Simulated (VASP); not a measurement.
CoO:

```
Co O
1.0
     1.60222    0.92504    5.13294
    -1.60222    0.92504    5.13294
     0.00000   -1.85008    5.13294
Co O
2 2
Direct
  0.99949 0.99949 0.99949
  0.49949 0.49949 0.49949
  0.37550 0.37550 0.37550
  0.87553 0.87553 0.87553
```

| Property | Result |
| --- | --- |
| Program | VASP 6.6.1 |
| Task | relaxation of cell and atoms |
| Functional | PBE |
| Potentials or basis | VASP PAW PBE potentials, release 64 (Co, O) |
| Cutoff | 600 eV |
| k mesh | 6 × 6 × 6 |
| Occupations | gaussian, width 0.1 eV |
| Spin | collinear spin, antiferromagnetic start |
| Starting moments | [-2.56, 2.56, 0.0, 0.0] μB |
| Hubbard terms | Co d U = 3.32 eV |

At the start: pressure 8.2 GPa; volume 11.41 Å³/atom.

Where does the relaxation end?

Over 3 steps the energy falls by 16.1 meV/atom and the volume is 12.07 Å³/atom (+5.8 %); space group R3m (No. 160, to 0.05 Å); moment 0.00 μB per cell.

Step by step:
| step | energy change (eV) | largest force (eV/Å) | pressure (GPa) | volume (Å³) |
| --- | --- | --- | --- | --- |
| 1 | 0.0000 | 0.1032 | 8.16 | 45.65 |
| 2 | -0.0514 | 0.0726 | -3.08 | 49.59 |
| 3 | -0.0645 | 0.0287 | 0.13 | 48.28 |

Final structure:
```
Co O
1.0
     1.63037    0.94129    5.24365
    -1.63037    0.94129    5.24365
     0.00000   -1.88259    5.24365
Co O
2 2
Cartesian
  0.0000 0.0000 15.7263
  0.0000 0.0000 7.8607
  0.0000 0.0000 5.9037
  0.0000 0.0000 13.7694
```

Caveat: the relaxation stopped at a loose force limit of 0.05 eV/Å, so its end isn't a converged minimum.
